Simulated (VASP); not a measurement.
# SrCl2 (Fm-3m) in VASP: notebook

Aim: see how the results for SrCl2 move with the level of theory and the settings. Levels: PBE, PBEsol, r2SCAN. Tasks: single point.

Program: VASP 6.6.1. These are calculated values, not measurements. Logs are shortened: lines on timing, memory, paths and dates and some standing lists are left out, and cuts for length are marked.

### 1 The cell of the first run

It takes space group Fm-3m (No. 225, cubic). The conventional cell has a = 6.995 Å, b = 6.995 Å, c = 6.995 Å, α = 90.00°, β = 90.00°, γ = 90.00°. Sr (site symmetry m-3m) has 8 Cl at 3.03 Å within 4.0 Å. Within 4.0 Å of Cl (site symmetry -43m) lie 4 Sr at 3.03 Å and 6 Cl at 3.50 Å.

### 2 Single point, PBE

INCAR reads:

```
  PREC = Accurate
  ENCUT = 500
  EDIFF = 1E-6
  ISMEAR = 0
  SIGMA = 0.01
  LREAL = F
  LASPH = T
  NELM = 120
  ALGO = Normal
  ISIF = 2
  LWAVE = F
  LCHARG = F
  GGA = PE
  NBANDS = 19
  GGA_COMPAT = F
```

KPOINTS reads:

```
Automatic mesh
0
Gamma
  2 2 2
```

POSCAR reads:

```
SrCl2
1.0
    0.0000000000      3.4976509443      3.4976509443
    3.4976509443      0.0000000000      3.4976509443
    3.4976509443      3.4976509443      0.0000000000
Sr Cl
1 2
Direct
    0.0000000000      0.0000000000      0.0000000000
    0.2500000000      0.2500000000      0.2500000000
    0.7500000000      0.7500000000      0.7500000000
```

Potentials or basis: VASP PAW PBE potentials, release 64 (Sr_sv, Cl).

On the command line:

```
$ cat potpaw_PBE.64/Sr_sv/POTCAR potpaw_PBE.64/Cl/POTCAR > POTCAR
$ mpirun -np 1 vasp_std > vasp.out
```

OUTCAR:

```text
PREC = Accurate
   ENCUT = 500
   EDIFF = 1E-6
   ISMEAR = 0
   LREAL = F
   LASPH = T
   NELM = 120
   ISIF = 2
   GGA = PE

 ion  position               nearest neighbor table
   1  0.000  0.000  0.000-   3 3.03   3 3.03   3 3.03   2 3.03   3 3.03   2 3.03   2 3.03   2 3.03

   2  0.250  0.250  0.250-   1 3.03   1 3.03   1 3.03   1 3.03
   3  0.750  0.750  0.750-   1 3.03   1 3.03   1 3.03   1 3.03

  LATTYP: Found a face centered cubic cell.
 ALAT       =     6.9953018886

  Lattice vectors:

 A1 = (   0.0000000000,   3.4976509443,   3.4976509443)
 A2 = (   3.4976509443,   0.0000000000,   3.4976509443)
 A3 = (   3.4976509443,   3.4976509443,   0.0000000000)

Analysis of symmetry for initial positions (statically):
=====================================================================
 Subroutine PRICEL returns:
 Original cell was already a primitive cell.

 Routine SETGRP: Setting up the symmetry group for a
 face centered cubic supercell.

 Subroutine GETGRP returns: Found 48 space group operations
 (whereof 48 operations were pure point group operations)
 out of a pool of 48 trial point group operations.

The static configuration has the point symmetry O_h .

Analysis of symmetry for dynamics (positions and initial velocities):
=====================================================================
 Subroutine PRICEL returns:
 Original cell was already a primitive cell.

 Routine SETGRP: Setting up the symmetry group for a
 face centered cubic supercell.

 Subroutine GETGRP returns: Found 48 space group operations
 (whereof 48 operations were pure point group operations)
 out of a pool of 48 trial point group operations.

The dynamic configuration has the point symmetry O_h .

 Subroutine INISYM returns: Found 48 space group operations
 (whereof 48 operations are pure point group operations),
 and found     1 'primitive' translations

----------------------------------------------------------------------------------------

                                     Primitive cell

  volume of cell :      85.5775

  direct lattice vectors                    reciprocal lattice vectors
     0.000000000  3.497650944  3.497650944    -0.142953087  0.142953087  0.142953087
     3.497650944  0.000000000  3.497650944     0.142953087 -0.142953087  0.142953087
     3.497650944  3.497650944  0.000000000     0.142953087  0.142953087 -0.142953087

  length of vectors
     4.946425402  4.946425402  4.946425402     0.247602010  0.247602010  0.247602010
[... 53 lines left out ...]
   ISTART =      0    job   : 0-new  1-cont  2-samecut
   ICHARG =      2    charge: 1-file 2-atom 10-const
   ISPIN  =      1    spin polarized calculation?
   LNONCOLLINEAR =      F non collinear calculations
   LSORBIT =      F    spin-orbit coupling
   LASPH  =      T    aspherical Exc in radial PAW
   ENCUT  =  500.0 eV  36.75 Ry    6.06 a.u.   9.02  9.02  9.02*2*pi/ulx,y,z
   NELM   =    120;   NELMIN=  2; NELMDL= -5     # of ELM steps
   EDIFF  = 0.1E-05   stopping-criterion for ELM
   LREAL  =      F    real-space projection
[... 7 lines left out ...]
   TEBEG  =    0.0;   TEEND  =   0.0 temperature during run
   PSTRESS=    0.0 pullay stress
   NELECT =      24.0000    total number of electrons
   NUPDOWN=      -1.0000    fix difference up-down
   EMIN   =  10.00;   EMAX   =-10.00  energy-range for DOS
   EFERMI =   0.00;   METHOD = LEGACY
   ISMEAR =     0;   SIGMA  =   0.01  broadening in eV -4-tet -1-fermi 0-gaus
   EFERMI_NEDOS =   21; number of points for ismear=-14 and -15
   IALGO  =     38    algorithm
   IMIX   =      4    mixing-type and parameters
     AMIX     =   0.40;   BMIX     =  1.00
     AMIX_MAG =   1.60;   BMIX_MAG =  1.00
  volume/ion in A,a.u.               =      28.53       192.50
  Fermi-wavevector in a.u.,A,eV,Ry     =   1.071582  2.024997 15.623409  1.148288
  Thomas-Fermi vector in A             =   2.207327
   LORBIT       =      0    0 simple, 1 ext, 2 COOP (PROOUT), +10 PAW based schemes
   GGA     = PE    functional components
   LHFCALC =     F    Hartree Fock is set to
   AEXX    =    0.0000 exact exchange contribution
   IVDW    =     0    specifies the selected vdW correction
   LEPSILON=     F    determine dielectric tensor
   LRPA    =     F    only Hartree local field effects (RPA)
 non-spin polarized calculation
 Gauss-broadening in eV      SIGMA  =   0.01
  energy-cutoff  :      500.00
  volume of cell :       85.58
 maximum number of plane-waves:      2200
 NGX is ok and might be reduce to    36
   NGX = 17   NGY = 17   NGZ = 17

 number of electron      24.0000002 magnetization

 Free energy of the ion-electron system (eV)
  ---------------------------------------------------
  ext. energy  EPLUGINS =         0.00000000
  ---------------------------------------------------
  free energy    TOTEN  =       -12.74670125 eV

  energy without entropy =      -12.74670125  energy(sigma->0) =      -12.74670125

 E-fermi :   0.2146     XC(G=0):  -8.2445

 val. band max:        0.1169531055   @ k =   0.5000   0.5000   0.0000
 cond. band min:       5.4135732572   @ k =   0.0000   0.0000   0.0000
 fundamental gap:      5.2966201517
 Fermi energy:         0.2146327590

 k-point     1 :       0.0000    0.0000    0.0000
  band No.  band energies     occupation
      1     -32.8253      2.00000
      2     -14.8127      2.00000
      3     -14.8127      2.00000
      4     -14.8127      2.00000
      5     -13.1628      2.00000
      6     -12.3277      2.00000
[... 43 lines left out ...]
      6     -12.4343      2.00000
[... 11 lines left out ...]
     18       8.7381      0.00000
     19       9.9587      0.00000

------------------------ aborting loop because EDIFF is reached ----------------------------------------

  FORCE on cell =-STRESS in cart. coord.  units (eV):
  Direction    XX          YY          ZZ          XY          YZ          ZX
  --------------------------------------------------------------------------------------
  -------------------------------------------------------------------------------------
  Total        0.5250440      0.5250440      0.5250440      0.0000000     -0.0000000     -0.0000000
  in kB        9.8298496      9.8298496      9.8298496      0.0000000     -0.0000000     -0.0000000
  external PRESSURE =       9.8298496 kB  Pullay stress =       0.0000000 kB

 VOLUME and BASIS-vectors are now :
 -----------------------------------------------------------------------------
  energy-cutoff  :      500.00
  volume of cell :       85.58
      direct lattice vectors                 reciprocal lattice vectors
     0.000000000  3.497650944  3.497650944    -0.142953087  0.142953087  0.142953087
     3.497650944  0.000000000  3.497650944     0.142953087 -0.142953087  0.142953087
     3.497650944  3.497650944  0.000000000     0.142953087  0.142953087 -0.142953087

 POSITION                                       TOTAL-FORCE (eV/Angst)
 -----------------------------------------------------------------------------------
      0.00000      0.00000      0.00000         0.000000     -0.000000     -0.000000
      1.74883      1.74883      1.74883         0.000000     -0.000000     -0.000000
      5.24648      5.24648      5.24648        -0.000000      0.000000      0.000000
 -----------------------------------------------------------------------------------
    total drift:                                0.000000      0.000000      0.000000

  FREE ENERGIE OF THE ION-ELECTRON SYSTEM (eV)
  ---------------------------------------------------
  free  energy   TOTEN  =       -12.7467012498 eV

  energy  without entropy=      -12.7467012498  energy(sigma->0) =      -12.74670125
```

It took 14 s on 1 thread of Intel Xeon 8259CL, shared host; peak memory 0.2 GiB.

Results:

```
Free energy            : -12.7467 eV
Pressure               : 1.0 GPa
Band gap on the k mesh : 5.30 eV (least direct gap 5.49 eV)
```

Caveat: the k points lie up to 0.78 Å⁻¹ apart. A k mesh can miss the band edges.

### 3 Single point, PBEsol

INCAR reads:

```
SYSTEM = SrCl2
PREC     = Accurate       ! precision mode
ENCUT    = 500            ! plane-wave cutoff, eV
EDIFF    = 1E-6           ! SCF threshold, eV
ISMEAR   = 0              ! smearing method
SIGMA    = 0.01           ! smearing width, eV
LREAL    = .False.        ! projectors in reciprocal space
LASPH    = .True.         ! aspherical terms in the spheres
NELM     = 120            ! most SCF steps
ALGO     = Normal         ! electronic algorithm
ISIF     = 2              ! what is computed and relaxed
LWAVE    = .False.        ! write WAVECAR
LCHARG   = .False.        ! write CHGCAR
GGA      = PS             ! functional
NBANDS   = 19             ! bands
GGA_COMPAT= .False.
```

KPOINTS reads:

```
Automatic mesh
0
Gamma
  4 4 4
  0 0 0
```

POSCAR is that of step 2.

Potentials or basis: VASP PAW PBE potentials, release 64 (Sr_sv, Cl).

On the command line:

```
$ cat potpaw_PBE.64/Sr_sv/POTCAR potpaw_PBE.64/Cl/POTCAR > POTCAR
$ mpirun -np 1 vasp_std > vasp.out
```

OUTCAR:

```text
SYSTEM = SrCl2
   PREC = Accurate
   ENCUT = 500
   EDIFF = 1E-6
   ISMEAR = 0
   LREAL = .False.
   LASPH = .True.
   NELM = 120
   ISIF = 2
   GGA = PS

 ion  position               nearest neighbor table
   1  0.000  0.000  0.000-   3 3.03   3 3.03   3 3.03   2 3.03   3 3.03   2 3.03   2 3.03   2 3.03

   2  0.250  0.250  0.250-   1 3.03   1 3.03   1 3.03   1 3.03
   3  0.750  0.750  0.750-   1 3.03   1 3.03   1 3.03   1 3.03

  LATTYP: Found a face centered cubic cell.
 ALAT       =     6.9953018886

  Lattice vectors:

 A1 = (   0.0000000000,   3.4976509443,   3.4976509443)
 A2 = (   3.4976509443,   0.0000000000,   3.4976509443)
 A3 = (   3.4976509443,   3.4976509443,   0.0000000000)

Analysis of symmetry for initial positions (statically):
=====================================================================
 Subroutine PRICEL returns:
 Original cell was already a primitive cell.

 Routine SETGRP: Setting up the symmetry group for a
 face centered cubic supercell.

 Subroutine GETGRP returns: Found 48 space group operations
 (whereof 48 operations were pure point group operations)
 out of a pool of 48 trial point group operations.

The static configuration has the point symmetry O_h .

Analysis of symmetry for dynamics (positions and initial velocities):
=====================================================================
 Subroutine PRICEL returns:
 Original cell was already a primitive cell.

 Routine SETGRP: Setting up the symmetry group for a
 face centered cubic supercell.

 Subroutine GETGRP returns: Found 48 space group operations
 (whereof 48 operations were pure point group operations)
 out of a pool of 48 trial point group operations.

The dynamic configuration has the point symmetry O_h .

 Subroutine INISYM returns: Found 48 space group operations
 (whereof 48 operations are pure point group operations),
 and found     1 'primitive' translations

----------------------------------------------------------------------------------------

                                     Primitive cell

[... 95 lines left out ...]
     AMIX_MAG =   1.60;   BMIX_MAG =  1.00
  volume/ion in A,a.u.               =      28.53       192.50
  Fermi-wavevector in a.u.,A,eV,Ry     =   1.071582  2.024997 15.623409  1.148288
  Thomas-Fermi vector in A             =   2.207327
   LORBIT       =      0    0 simple, 1 ext, 2 COOP (PROOUT), +10 PAW based schemes
   GGA     = PS    functional components
   LHFCALC =     F    Hartree Fock is set to
   AEXX    =    0.0000 exact exchange contribution
   IVDW    =     0    specifies the selected vdW correction
   LEPSILON=     F    determine dielectric tensor
   LRPA    =     F    only Hartree local field effects (RPA)
 non-spin polarized calculation
 Gauss-broadening in eV      SIGMA  =   0.01
  energy-cutoff  :      500.00
  volume of cell :       85.58
 maximum number of plane-waves:      2200
   NGX = 17   NGY = 17   NGZ = 17

 number of electron      24.0000002 magnetization

 Free energy of the ion-electron system (eV)
  ---------------------------------------------------
  ext. energy  EPLUGINS =         0.00000000
  ---------------------------------------------------
  free energy    TOTEN  =       -13.33227653 eV

  energy without entropy =      -13.33227653  energy(sigma->0) =      -13.33227653

 E-fermi :   0.0796     XC(G=0):  -8.4554

 val. band max:        0.0316497893   @ k =   0.5000   0.5000   0.0000
 cond. band min:       5.1357147773   @ k =   0.0000   0.0000   0.0000
 fundamental gap:      5.1040649880
 Fermi energy:         0.0796427775

 k-point     1 :       0.0000    0.0000    0.0000
  band No.  band energies     occupation
      1     -32.7950      2.00000
      2     -14.8073      2.00000
      3     -14.8073      2.00000
      4     -14.8073      2.00000
      5     -13.2402      2.00000
      6     -12.3890      2.00000
[... 153 lines left out ...]
      6     -12.5781      2.00000
[... 11 lines left out ...]
     18       9.3254      0.00000
     19      10.5467      0.00000

------------------------ aborting loop because EDIFF is reached ----------------------------------------

  FORCE on cell =-STRESS in cart. coord.  units (eV):
  Direction    XX          YY          ZZ          XY          YZ          ZX
  --------------------------------------------------------------------------------------
  -------------------------------------------------------------------------------------
  Total       -0.6519185     -0.6519185     -0.6519185     -0.0000000      0.0000000     -0.0000000
  in kB      -12.2051879    -12.2051879    -12.2051879     -0.0000000      0.0000000     -0.0000000
  external PRESSURE =     -12.2051879 kB  Pullay stress =       0.0000000 kB

 VOLUME and BASIS-vectors are now :
 -----------------------------------------------------------------------------
  energy-cutoff  :      500.00
  volume of cell :       85.58
      direct lattice vectors                 reciprocal lattice vectors
     0.000000000  3.497650944  3.497650944    -0.142953087  0.142953087  0.142953087
     3.497650944  0.000000000  3.497650944     0.142953087 -0.142953087  0.142953087
     3.497650944  3.497650944  0.000000000     0.142953087  0.142953087 -0.142953087

 POSITION                                       TOTAL-FORCE (eV/Angst)
 -----------------------------------------------------------------------------------
      0.00000      0.00000      0.00000        -0.000000      0.000000      0.000000
      1.74883      1.74883      1.74883         0.000000      0.000000      0.000000
      5.24648      5.24648      5.24648        -0.000000     -0.000000     -0.000000
 -----------------------------------------------------------------------------------
    total drift:                                0.000000      0.000000      0.000000

  FREE ENERGIE OF THE ION-ELECTRON SYSTEM (eV)
  ---------------------------------------------------
  free  energy   TOTEN  =       -13.3322765284 eV

  energy  without entropy=      -13.3322765284  energy(sigma->0) =      -13.33227653
```

OSZICAR:

```text
N       E                     dE             d eps       ncg     rms          rms(c)
DAV:   1     0.135160324457E+03    0.13516E+03   -0.11351E+04   304   0.110E+03
DAV:   2    -0.496307528219E+01   -0.14012E+03   -0.13780E+03   398   0.214E+02
DAV:   3    -0.132838777402E+02   -0.83208E+01   -0.82971E+01   405   0.538E+01
DAV:   4    -0.135553428670E+02   -0.27147E+00   -0.27082E+00   496   0.835E+00
DAV:   5    -0.135583003253E+02   -0.29575E-02   -0.29571E-02   404   0.813E-01    0.136E+01
DAV:   6    -0.133226832361E+02    0.23562E+00   -0.45813E-01   354   0.377E+00    0.857E+00
DAV:   7    -0.133264182605E+02   -0.37350E-02   -0.28259E-01   399   0.327E+00    0.165E+00
DAV:   8    -0.133294034324E+02   -0.29852E-02   -0.45263E-02   351   0.113E+00    0.328E-01
DAV:   9    -0.133308037376E+02   -0.14003E-02   -0.16054E-03   373   0.239E-01    0.111E-01
DAV:  10    -0.133320338398E+02   -0.12301E-02   -0.75627E-04   353   0.136E-01    0.273E-02
DAV:  11    -0.133322439416E+02   -0.21010E-03   -0.16525E-04   375   0.588E-02    0.349E-02
DAV:  12    -0.133322756841E+02   -0.31743E-04   -0.40701E-05   347   0.276E-02    0.781E-03
DAV:  13    -0.133322765284E+02   -0.84428E-06   -0.10950E-06   362   0.537E-03
   1 F= -.13332277E+02 E0= -.13332277E+02  d E =-.262509E-13
```

Wall time 24 s (1 thread of Intel Xeon 8259CL, shared host); peak memory 0.21 GiB.

What came out:

```yaml
Free_energy: -13.3323 eV
Pressure: -1.2 GPa
Band_gap_on_the_k_mesh: 5.10 eV (least direct gap 5.36 eV)
```

Caveat: the PAW data sets were made with another functional, which shifts forces and pressure a little. Expect the measured gap to be larger: semilocal functionals such as PBEsol lack the derivative discontinuity.

### 4 Single point, r2SCAN

POSCAR is that of step 3.

INCAR.step1 reads:

```
SYSTEM = SrCl2
  PREC = Accurate
  ENCUT = 550
  ISMEAR = 0
  SIGMA = 0.01
  LREAL = .False.
  LASPH = .True.
  NELM = 120
  NBANDS = 19
  GGA = PE
  ALGO = Normal
  EDIFF = 1E-5
  LWAVE = .True.
  LCHARG = .False.
  GGA_COMPAT = .False.
```

INCAR.step2 reads:

```
SYSTEM = SrCl2
  PREC = Accurate
  ENCUT = 550
  EDIFF = 1E-6
  ISMEAR = 0
  SIGMA = 0.01
  LREAL = .False.
  LASPH = .True.
  NELM = 120
  ALGO = Normal
  ISIF = 2
  LWAVE = .False.
  LCHARG = .True.
  METAGGA = R2SCAN
  LMIXTAU = .True.
  LELF = .True.
  LVHAR = .True.
  NBANDS = 19
  ISTART = 1
  GGA_COMPAT = .False.
```

KPOINTS is that of step 3.

On the command line:

```
$ cat potpaw_PBE.64/Sr_sv/POTCAR potpaw_PBE.64/Cl/POTCAR > POTCAR
$ cp INCAR.step1 INCAR
$ mpirun -np 1 vasp_std > vasp.out
$ cp INCAR.step2 INCAR
$ mpirun -np 1 vasp_std > vasp.out
```

Run time: 2.1 min. Hardware: 1 thread of Intel Xeon 8259CL, shared host; peak memory 0.26 GiB.

The run converged. Its results:

```yaml
Free_energy: -35.6979 eV
Pressure: 0.0 GPa
Band_gap_on_the_k_mesh: 5.94 eV (least direct gap 5.99 eV)
```

Levels at points of the mesh, in eV from the valence-band top:
```
           k point  band 8  band 9  band 10  band 11  band 12  band 13  band 14  band 15  band 16  band 17
(0.00, 0.00, 0.00)   -2.12   -2.12    -0.34    -0.34    -0.34     5.94     6.69     6.69     9.61     9.61
(0.50, 0.00, 0.00)   -1.56   -1.47    -1.33    -1.06    -1.06     7.29     7.29     8.22     8.23     9.31
(0.50, 0.50, 0.00)   -1.90   -1.90    -0.39    -0.39     0.00     5.99     7.77     8.20     8.68     8.68
```

Caveat: the PAW data sets were made with another functional, which shifts forces and pressure a little. A k mesh can miss the band edges.

### 5 Overview

| level | k mesh | cutoff (eV) | gap on the mesh (eV) | pressure (GPa) |
| --- | --- | --- | --- | --- |
| PBE | 2 × 2 × 2 | 500 | 5.30 | 1.0 |
| PBEsol | 4 × 4 × 4 | 500 | 5.10 | -1.2 |
| r2SCAN | 4 × 4 × 4 | 550 | 5.94 | 0.0 |

Alike in all rows: task single point; potentials or basis VASP PAW PBE potentials, release 64 (Sr_sv, Cl); no spin polarisation; cell as given; smearing gaussian 0.01 eV.

Caveats: some runs use coarse meshes; the PAW data sets were made with another functional, which shifts forces and pressure a little (at least some runs).

Absolute energies hang on the potentials; compare differences alone.
